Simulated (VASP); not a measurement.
Set up this calculation in VASP 6.6.1, as the native input.

```yaml
Task: single point
Functional: PBEsol
Potentials_or_basis: VASP PAW PBE potentials, release 64 (Al, Cu)
Cutoff: 520 eV
k_mesh: 1 × 1 × 1
Occupations: gaussian, width 0.1 eV
Spin: no spin polarisation
Dipole_correction: no
Further_INCAR_settings: ALGO = Normal; EDIFF = 1e-07; NBANDS = 24
```

The structure of Al3Cu2 lies in POSCAR:

```
Al3Cu2
1.0
    4.0919516368      0.0000000000      0.0000000000
   -2.0459758184      3.5437340685      0.0000000000
    0.0000000000      0.0000000000      4.9927787000
Al Cu
3 2
Direct
    0.0000000000      0.0000000000      0.0000000000
    0.3333333333      0.6666666667      0.3499253500
    0.6666666667      0.3333333333      0.6500746500
    0.3333333333      0.6666666667      0.8395121300
    0.6666666667      0.3333333333      0.1604878700
```

One way to write it, as run:

INCAR

```
PREC     = Accurate       # precision mode
ENCUT    = 520            # plane-wave cutoff, eV
EDIFF    = 1E-7           # SCF threshold, eV
ISMEAR   = 0              # smearing method
SIGMA    = 0.1            # smearing width, eV
LREAL    = F              # projectors in reciprocal space
LASPH    = T              # aspherical terms in the spheres
NELM     = 100            # most SCF steps
ALGO     = Normal         # electronic algorithm
ISIF     = 2              # what is computed and relaxed
LWAVE    = F              # write WAVECAR
LCHARG   = T              # write CHGCAR
GGA      = PS             # functional
LELF     = T              # ELF
LVHAR    = T            
NBANDS   = 24             # bands
```

KPOINTS

```
regular mesh
0
Gamma
  1 1 1
```

Potentials or basis: VASP PAW PBE potentials, release 64 (Al, Cu).

Launch:

```console
$ cat potpaw_PBE.64/Al/POTCAR potpaw_PBE.64/Cu/POTCAR > POTCAR
$ mpirun -np 1 vasp_gam > vasp.out
```

It gave:

```
Pressure               : 8.5 GPa
Largest force          : 0.884 eV/Å
Band gap on the k mesh : zero (an odd number of electrons rules out a gap without spin polarisation)
```

Caveat: the k points lie up to 1.77 Å⁻¹ apart, too coarse for converged energies and pressures of a metal; the PAW data sets were made with another functional, which shifts forces and pressure a little.

Run time: 4.9 s on 1 thread of Intel(R) Xeon(R) 6975P-C (Granite Rapids), with other jobs on the host, peak memory 0.17 GiB.
